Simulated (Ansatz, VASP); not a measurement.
**Two plane-wave programs on N**

```
N
1.0
     4.08299    0.00000    0.00000
    -2.04150    3.53598    0.00000
     0.00000    0.00000    7.66589
N
4
Direct
  0.33333 0.66667 0.32131
  0.33333 0.66667 0.17869
  0.66667 0.33333 0.82131
  0.66667 0.33333 0.67869
```

Alike in both runs: functional r2SCAN; k mesh 6 × 6 × 4; occupations gaussian, width 0.1 eV; no spin polarisation.

Ansatz relaxed the structure, and its values are those at the end. VASP's run is a single point on that final structure, the one shown.

|  | VASP | Ansatz |
| --- | --- | --- |
| version | VASP 6.6.1 | Ansatz 0.2.0 |
| potentials or method | VASP PAW PBE potentials, release 64 (N), cutoff 520 eV | scalar-relativistic, plane waves, PAW |
| valence electrons in the cell | 20 | 20 |

```tsv
	VASP	Ansatz	Ansatz less VASP
gap on the k mesh at the Fermi level (eV)	8.16	8.20	+0.034
least direct gap on the mesh (eV)	8.26	8.29	+0.034
pressure (GPa)	2.1	0.0	-2.13
rms of the force components (eV/Å)	1.346	0.010	-1.3366
```

VASP's potentials were made for PBE, not for r2SCAN. The functional is the same, so the differences come from potentials, cutoffs and numerics.

Noted on VASP's run: the standard files for N, O and F lose accuracy on very short bonds.
